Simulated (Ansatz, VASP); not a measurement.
# Bi: VASP beside Ansatz

INCAR

```
SYSTEM = Bi
PREC     = Accurate       ! precision mode
ENCUT    = 520            ! plane-wave cutoff, eV
EDIFF    = 1E-6           ! SCF threshold, eV
ISMEAR   = -1             ! smearing method
SIGMA    = 0.05           ! smearing width, eV
LREAL    = .FALSE.        ! projectors in reciprocal space
LASPH    = .TRUE.         ! aspherical terms in the spheres
NELM     = 60             ! most SCF steps
ALGO     = Fast           ! electronic algorithm
ISIF     = 2              ! what is computed and relaxed
LWAVE    = .FALSE.        ! write WAVECAR
LCHARG   = .FALSE.        ! write CHGCAR
GGA      = PS             ! functional
NBANDS   = 38             ! bands
```

The input KPOINTS:

```
regular mesh
0
G
  6 6 4
  0 0 0
```

POSCAR

```
Bi
1.0
    4.6584121839      0.0000000000      0.0000000000
    0.0000000000      4.5263885800      0.0000000000
   -0.3459734563      0.0000000000      6.5119480672
Bi
4
Direct
    0.2513749200      0.2500000000      0.7487333800
    0.7486250800      0.7500000000      0.2512666200
    0.2498876900      0.2500000000      0.2488803300
    0.7501123100      0.7500000000      0.7511196700
```

File input.yaml:

```yaml
crystal:
  lattice:
    - [4.6584121839, 0.0, 0.0]
    - [0.0, 4.52638858, 0.0]
    - [-0.3459734563, 0.0, 6.5119480672]
  atoms:
    - { symbol: Bi, position: [0.25137492, 0.25, 0.74873338] }
    - { symbol: Bi, position: [0.74862508, 0.75, 0.25126662] }
    - { symbol: Bi, position: [0.24988769, 0.25, 0.24888033] }
    - { symbol: Bi, position: [0.75011231, 0.75, 0.75111967] }
hamiltonian:
  xc: pbesol
  pseudopotentials: { kind: paw }
kpoints:
  mp_grid: { grid: [6, 6, 4] }
scf:
  occupations: { method: fermi_dirac, width: 0.05 }
output:
  forces: true
  stress: true
  eigenvalues: true
```

Alike in both runs: task single point; functional PBEsol; k mesh 6 × 6 × 4; occupations fermi-dirac, width 0.05 eV; no spin polarisation.

|  | VASP | Ansatz |
| --- | --- | --- |
| version | VASP 6.6.1 | Ansatz 0.2.0 |
| potentials or method | VASP PAW PBE potentials, release 64 (Bi_d) | Ansatz PAW |
| plane-wave cutoff (eV) | 520 | 420 |
| valence electrons in the cell | 60 | 60 |

Ansatz gave:

```
gap on the k mesh at the Fermi level (eV)                     : none
pressure (GPa)                                                : -1.4
traceless stress, the component that is largest in VASP (GPa) : 0.87
```

**Question.** What did VASP give for the same quantities?

**Answer.** gap on the k mesh at the Fermi level (eV): none; pressure (GPa): -1.5; traceless stress, the component that is largest in VASP (GPa): 0.87.

VASP's potentials were made for PBE, not for PBEsol. A gap of «none» marks a metal or a gap that the smearing closes. With one functional, cell and mesh, what is left measures potentials, basis and numerics.

Spin-orbit coupling is off throughout.
